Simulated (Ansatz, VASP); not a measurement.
## One calculation of Bi2Te2Se, two programs

```xyz
5
Lattice="2.1416 1.2364 10.4906 -2.1416 1.2364 10.4906 0.0000 -2.4729 10.4906" Properties=species:S:1:pos:R:3 pbc="T T T"
Bi    0.0000    0.0000   19.1437
Bi    0.0000    0.0000   12.3282
Te    0.0000    0.0000    6.9111
Te    0.0000    0.0000   24.5608
Se    0.0000    0.0000    0.0000
```

Alike in both runs: task single point; functional PBEsol; k mesh 6 × 6 × 6; no spin polarisation.

|  | VASP | Ansatz |
| --- | --- | --- |
| version | VASP 6.6.1 | Ansatz 0.2.0 |
| potentials or method | VASP PAW PBE potentials, release 64 (Bi_d, Te, Se), cutoff 520 eV | plane waves, PAW |
| occupations | gaussian, width 0.01 eV | fixed |
| valence electrons in the cell | 48 | 78 |

```tsv
	VASP	Ansatz	Ansatz less VASP
pressure (GPa)	-0.1	-0.2	-0.03
```

VASP's potentials were made for PBE, not for PBEsol. VASP's potentials hold 48 valence electrons a cell and Ansatz's 78, so a difference there can come from the potentials and not from the codes.

Spin-orbit coupling is off throughout.
